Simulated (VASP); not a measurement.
# Al3P2 (P-6m2) in VASP: further runs

Runs on Al3P2. Level: PBE. Tasks: single point.

Program: VASP 6.6.1. These are calculated values, not measurements. Logs are shortened: lines on timing, memory, paths and dates and some standing lists are left out, and cuts for length are marked.

**1. The cell of the first run**

Symmetry: P-6m2, No. 187, hexagonal system. The conventional cell has a = 4.254 Å, b = 4.254 Å, c = 5.224 Å, α = 90.00°, β = 90.00°, γ = 120.00°. Within 3.4 Å of Al (site symmetry 3m) lie 5 Al at 2.56 to 2.79 Å and 6 P at 2.77 to 2.79 Å. Within 3.2 Å of Al (site symmetry -6m2) lie 5 P at 2.46 to 2.61 Å and 6 Al at 2.79 Å. Within 3.4 Å of P (site symmetry -6m2) lie 8 Al at 2.61 to 2.77 Å. P (site symmetry -6m2) has 9 Al at 2.46 to 2.79 Å within 3.2 Å.

The cell was generated, and may not be a known phase.

**2. Single point, PBE**

Input file INCAR:

```
SYSTEM = Al3P2
PREC     = Accurate       ! precision mode
ENCUT    = 520            ! plane-wave cutoff, eV
EDIFF    = 1E-7           ! SCF threshold, eV
ISMEAR   = 0              ! smearing method
SIGMA    = 0.1            ! smearing width, eV
LREAL    = .False.        ! projectors in reciprocal space
LASPH    = .True.         ! aspherical terms in the spheres
NELM     = 80             ! most SCF steps
ALGO     = Normal         ! electronic algorithm
ISIF     = 2              ! what is computed and relaxed
LWAVE    = .False.        ! write WAVECAR
LCHARG   = .False.        ! write CHGCAR
GGA      = PE             ! functional
NBANDS   = 18             ! bands
```

Input file KPOINTS:

```
regular mesh
0
Gamma
  6 6 4
  0 0 0
```

Input file POSCAR:

```
Al3P2
1.0
    4.2538767800      0.0000000000      0.0000000000
   -2.1269383900      3.6839653600      0.0000000000
    0.0000000000      0.0000000000      5.2236065400
Al P
3 2
Direct
    0.0000000000      0.0000000000      0.7454000100
    0.0000000000      0.0000000000      0.2545999900
    0.6666666700      0.3333333300      0.0000000000
    0.6666666700      0.3333333300      0.5000000000
    0.3333333300      0.6666666700      0.0000000000
```

Potentials or basis: VASP PAW PBE potentials, release 64 (Al, P).

Launch:

```
cat potpaw_PBE.64/Al/POTCAR potpaw_PBE.64/P/POTCAR > POTCAR
mpirun -np 1 vasp_std > vasp.out
```

OUTCAR:

```text
SYSTEM = Al3P2
   PREC = Accurate
   ENCUT = 520
   EDIFF = 1E-7
   ISMEAR = 0
   LREAL = .False.
   LASPH = .True.
   NELM = 80
   ISIF = 2
   GGA = PE

 ion  position               nearest neighbor table
   1  0.000  0.000  0.745-   2 2.56   2 2.66   4 2.77   4 2.77   4 2.77   5 2.79   3 2.79   3 2.79
                             5 2.79   5 2.79   3 2.79
   2  0.000  0.000  0.255-   1 2.56   1 2.66   4 2.77   4 2.77   4 2.77   3 2.79   5 2.79   3 2.79
                             5 2.79   5 2.79   3 2.79
   3  0.667  0.333  0.000-   5 2.46   5 2.46   5 2.46   4 2.61   4 2.61   1 2.79   2 2.79   1 2.79
                             2 2.79   1 2.79   2 2.79
   4  0.667  0.333  0.500-   3 2.61   3 2.61   1 2.77   2 2.77   1 2.77   2 2.77   1 2.77   2 2.77

   5  0.333  0.667  0.000-   3 2.46   3 2.46   3 2.46   1 2.79   2 2.79   2 2.79   1 2.79   2 2.79
                             1 2.79

  LATTYP: Found a hexagonal cell.
 ALAT       =     4.2538767800
 C/A-ratio  =     1.2279637634

  Lattice vectors:

 A1 = (   4.2538767800,   0.0000000000,   0.0000000000)
 A2 = (  -2.1269383900,   3.6839653600,   0.0000000000)
 A3 = (   0.0000000000,   0.0000000000,   5.2236065400)

Analysis of symmetry for initial positions (statically):
=====================================================================
 Subroutine PRICEL returns:
 Original cell was already a primitive cell.

 Routine SETGRP: Setting up the symmetry group for a
 hexagonal supercell.

 Subroutine GETGRP returns: Found 12 space group operations
 (whereof 12 operations were pure point group operations)
 out of a pool of 24 trial point group operations.

The static configuration has the point symmetry D_3h.

Analysis of symmetry for dynamics (positions and initial velocities):
=====================================================================
 Subroutine PRICEL returns:
 Original cell was already a primitive cell.

 Routine SETGRP: Setting up the symmetry group for a
 hexagonal supercell.

 Subroutine GETGRP returns: Found 12 space group operations
 (whereof 12 operations were pure point group operations)
 out of a pool of 24 trial point group operations.

The dynamic configuration has the point symmetry D_3h.

 Subroutine INISYM returns: Found 12 space group operations
 (whereof 12 operations are pure point group operations),
 and found     1 'primitive' translations

----------------------------------------------------------------------------------------

                                     Primitive cell

  volume of cell :      81.8598

  direct lattice vectors                    reciprocal lattice vectors
     4.253876780  0.000000000  0.000000000     0.235079682  0.135723317  0.000000000
    -2.126938390  3.683965360  0.000000000     0.000000000  0.271446635  0.000000000
     0.000000000  0.000000000  5.223606540     0.000000000  0.000000000  0.191438615

  length of vectors
     4.253876780  4.253876783  5.223606540     0.271446635  0.271446635  0.191438615

  position of ions in fractional coordinates (direct lattice)
     0.000000000  0.000000000  0.745400010
     0.000000000  0.000000000  0.254599990
     0.666666670  0.333333330  0.000000000
     0.666666670  0.333333330  0.500000000
     0.333333330  0.666666670  0.000000000

  ion indices of the primitive-cell ions
   primitive index   ion index
                 1           1
                 2           2
                 3           3
                 4           4
                 5           5

----------------------------------------------------------------------------------------

 KPOINTS: regular mesh

Automatic generation of k-mesh.
 Grid dimensions read from file:
 generate k-points for:    6    6    4

 Generating k-lattice:

  Cartesian coordinates                     Fractional coordinates (reciprocal lattice)
     0.039179947  0.022620553  0.000000000     0.166666667  0.000000000  0.000000000
     0.000000000  0.045241106  0.000000000     0.000000000  0.166666667  0.000000000
     0.000000000  0.000000000  0.047859654     0.000000000  0.000000000  0.250000000

  Length of vectors
     0.045241106  0.045241106  0.047859654

  Shift w.r.t. Gamma in fractional coordinates (k-lattice)
     0.000000000  0.000000000  0.000000000

 Subroutine IBZKPT returns following result:
 ===========================================

 Found     21 irreducible k-points:

 Following reciprocal coordinates:
            Coordinates               Weight
  0.000000  0.000000  0.000000      1.000000
  0.166667  0.000000  0.000000      6.000000
  0.333333  0.000000  0.000000      6.000000
  0.500000 -0.000000  0.000000      3.000000
  0.166667  0.166667  0.000000      6.000000
  0.333333  0.166667  0.000000     12.000000
[... 13 lines left out ...]
  0.333333  0.166667  0.500000     12.000000
  0.333333  0.333333  0.500000      2.000000
   k-points           NKPTS =     21   k-points in BZ     NKDIM =     21   number of bands    NBANDS=     18
   number of dos      NEDOS =    301   number of ions     NIONS =      5
   total plane-waves  NPLWV =  40960
   dimension x,y,z NGX =    32 NGY =   32 NGZ =   40
   dimension x,y,z NGXF=    64 NGYF=   64 NGZF=   80
   ions per type =               3   2
   NGX,Y,Z   is equivalent  to a cutoff of  12.51, 12.51, 12.73 a.u.
   NGXF,Y,Z  is equivalent  to a cutoff of  25.01, 25.01, 25.46 a.u.
 SYSTEM =  Al3P2
   PREC   = accura    normal or accurate (medium, high low for compatibility)
   ISTART =      0    job   : 0-new  1-cont  2-samecut
   ICHARG =      2    charge: 1-file 2-atom 10-const
   ISPIN  =      1    spin polarized calculation?
   LNONCOLLINEAR =      F non collinear calculations
   LSORBIT =      F    spin-orbit coupling
   LASPH  =      T    aspherical Exc in radial PAW
   ENCUT  =  520.0 eV  38.22 Ry    6.18 a.u.   7.91  7.91  9.71*2*pi/ulx,y,z
   NELM   =     80;   NELMIN=  2; NELMDL= -5     # of ELM steps
   EDIFF  = 0.1E-06   stopping-criterion for ELM
   LREAL  =      F    real-space projection
   EDIFFG = 0.1E-05   stopping-criterion for IOM
   NSW    =      0    number of steps for IOM
   IBRION =     -1    ionic relax: 0-MD 1-quasi-New 2-CG
   NFREE  =      0    steps in history (QN), initial steepest desc. (CG)
   ISIF   =      2    stress and relaxation
   ISYM   =      2    0-nonsym 1-usesym 2-fastsym
   POTIM  = 0.5000    time-step for ionic-motion
   TEBEG  =    0.0;   TEEND  =   0.0 temperature during run
   PSTRESS=    0.0 pullay stress
   NELECT =      19.0000    total number of electrons
   NUPDOWN=      -1.0000    fix difference up-down
   EMIN   =  10.00;   EMAX   =-10.00  energy-range for DOS
   EFERMI =   0.00;   METHOD = LEGACY
   ISMEAR =     0;   SIGMA  =   0.10  broadening in eV -4-tet -1-fermi 0-gaus
   EFERMI_NEDOS =   21; number of points for ismear=-14 and -15
   IALGO  =     38    algorithm
   IMIX   =      4    mixing-type and parameters
     AMIX     =   0.40;   BMIX     =  1.00
     AMIX_MAG =   1.60;   BMIX_MAG =  1.00
  volume/ion in A,a.u.               =      16.37       110.48
  Fermi-wavevector in a.u.,A,eV,Ry     =   1.006087  1.901230 13.771980  1.012212
  Thomas-Fermi vector in A             =   2.138808
   LORBIT       =      0    0 simple, 1 ext, 2 COOP (PROOUT), +10 PAW based schemes
   GGA     = PE    functional components
   LHFCALC =     F    Hartree Fock is set to
   AEXX    =    0.0000 exact exchange contribution
   IVDW    =     0    specifies the selected vdW correction
   LEPSILON=     F    determine dielectric tensor
   LRPA    =     F    only Hartree local field effects (RPA)
 non-spin polarized calculation
 Gauss-broadening in eV      SIGMA  =   0.10
  energy-cutoff  :      520.00
  volume of cell :       81.86
 maximum number of plane-waves:      2244
 NGX is ok and might be reduce to    32
   NGX = 15   NGY = 15   NGZ = 19

 number of electron      19.0000001 magnetization

 Free energy of the ion-electron system (eV)
  ---------------------------------------------------
  ext. energy  EPLUGINS =         0.00000000
  ---------------------------------------------------
  free energy    TOTEN  =       -21.49202264 eV

  energy without entropy =      -21.48565077  energy(sigma->0) =      -21.48883671

 E-fermi :   8.0769     XC(G=0): -10.3232

 val. band max:        8.0634560942   @ k =   0.0000   0.0000   0.0000
 cond. band min:       8.1331732977   @ k =   0.1667   0.1667   0.0000
 fundamental gap:      0.0697172035
 Fermi energy:         8.0768780575

 k-point     1 :       0.0000    0.0000    0.0000
  band No.  band energies     occupation
      1      -5.5865      2.00000
      2      -2.1674      2.00000
      3       1.1541      2.00000
      4       4.3325      2.00000
      5       4.3325      2.00000
      6       5.1483      2.00000
[... 10 lines left out ...]
     17      12.0611      0.00000
     18      12.8041      0.00000

 k-point     2 :       0.1667    0.0000    0.0000
  band No.  band energies     occupation
      1      -5.3259      2.00000
      2      -2.1302      2.00000
      3       1.4169      2.00000
      4       2.3484      2.00000
      5       3.5213      2.00000
      6       3.8531      2.00000
[... 10 lines left out ...]
     17      13.0384      0.00000
     18      13.2190      0.00000

 k-point     3 :       0.3333    0.0000    0.0000
  band No.  band energies     occupation
      1      -4.5800      2.00000
      2      -2.3283      2.00000
      3       0.6227      2.00000
      4       2.1646      2.00000
      5       2.7998      2.00000
      6       2.8948      2.00000
[... 10 lines left out ...]
     17      14.7794      0.00000
     18      15.4365      0.00000

 k-point     4 :       0.5000   -0.0000    0.0000
  band No.  band energies     occupation
      1      -3.7454      2.00000
      2      -3.0195      2.00000
      3       0.1707      2.00000
      4       2.5162      2.00000
      5       2.5497      2.00000
      6       2.9118      2.00000
[... 312 lines left out ...]
      4       2.2239      2.00000
      5       2.3038      2.00000
      6       4.2167      2.00000
[... 10 lines left out ...]
     17      13.5139      0.00000
     18      13.6784      0.00000

 k-point    20 :       0.3333    0.1667    0.5000
  band No.  band energies     occupation
      1      -3.4126      2.00000
      2      -2.8520      2.00000
      3      -0.4776      2.00000
      4       1.2232      2.00000
      5       1.3753      2.00000
      6       3.4495      2.00000
[... 10 lines left out ...]
     17      14.3722      0.00000
     18      14.6791      0.00000

 k-point    21 :       0.3333    0.3333    0.5000
  band No.  band energies     occupation
      1      -3.0735      2.00000
      2      -2.6725      2.00000
      3      -0.2108      2.00000
      4      -0.0062      2.00000
      5       1.1663      2.00000
      6       2.6394      2.00000
[... 10 lines left out ...]
     17      13.3120      0.00000
     18      13.9269      0.00000

------------------------ aborting loop because EDIFF is reached ----------------------------------------

  FORCE on cell =-STRESS in cart. coord.  units (eV):
  Direction    XX          YY          ZZ          XY          YZ          ZX
  --------------------------------------------------------------------------------------
  -------------------------------------------------------------------------------------
  Total        0.7638847      0.7638847      3.4054477      0.0000000     -0.0000000     -0.0000000
  in kB       14.9509045     14.9509045     66.6521094      0.0000000     -0.0000000     -0.0000000
  external PRESSURE =      32.1846395 kB  Pullay stress =       0.0000000 kB

 VOLUME and BASIS-vectors are now :
 -----------------------------------------------------------------------------
  energy-cutoff  :      520.00
  volume of cell :       81.86
      direct lattice vectors                 reciprocal lattice vectors
     4.253876780  0.000000000  0.000000000     0.235079682  0.135723317  0.000000000
    -2.126938390  3.683965360  0.000000000     0.000000000  0.271446635  0.000000000
     0.000000000  0.000000000  5.223606540     0.000000000  0.000000000  0.191438615

 POSITION                                       TOTAL-FORCE (eV/Angst)
 -----------------------------------------------------------------------------------
      0.00000      0.00000      3.89368         0.000000      0.000000     -0.353116
      0.00000      0.00000      1.32993         0.000000      0.000000      0.353116
      2.12694      1.22799      0.00000         0.000000     -0.000000      0.000000
      2.12694      1.22799      2.61180         0.000000     -0.000000      0.000000
     -0.00000      2.45598      0.00000        -0.000000     -0.000000      0.000000
 -----------------------------------------------------------------------------------
    total drift:                                0.000000     -0.000000     -0.000000

  FREE ENERGIE OF THE ION-ELECTRON SYSTEM (eV)
  ---------------------------------------------------
  free  energy   TOTEN  =       -21.4920226437 eV

  energy  without entropy=      -21.4856507696  energy(sigma->0) =      -21.48883671
```

Wall time 12 s (1 thread of AMD EPYC 9R45 (Zen 5), shared host); peak memory 0.16 GiB.

Results:

* Free energy: -21.4920 eV
* Pressure: 3.2 GPa
* Largest force: 0.353 eV/Å
* Band gap on the k mesh: zero (an odd number of electrons rules out a gap without spin polarisation)

Forces in eV/Å, atoms in the order of the input:
```
Al   0.000  0.000 -0.353
Al   0.000  0.000  0.353
Al   0.000  0.000  0.000
P    0.000  0.000  0.000
P    0.000  0.000  0.000
```

Stress tensor (GPa, compression positive):
```
1.50 0.00 0.00
0.00 1.50 0.00
0.00 0.00 6.67
```

Caveat: the stress differs along the axes, from 1 to 7 GPa.

(Continued in part 2 of 2.)

The gap in the log of VASP goes by the Fermi energy; the results here count the filled bands.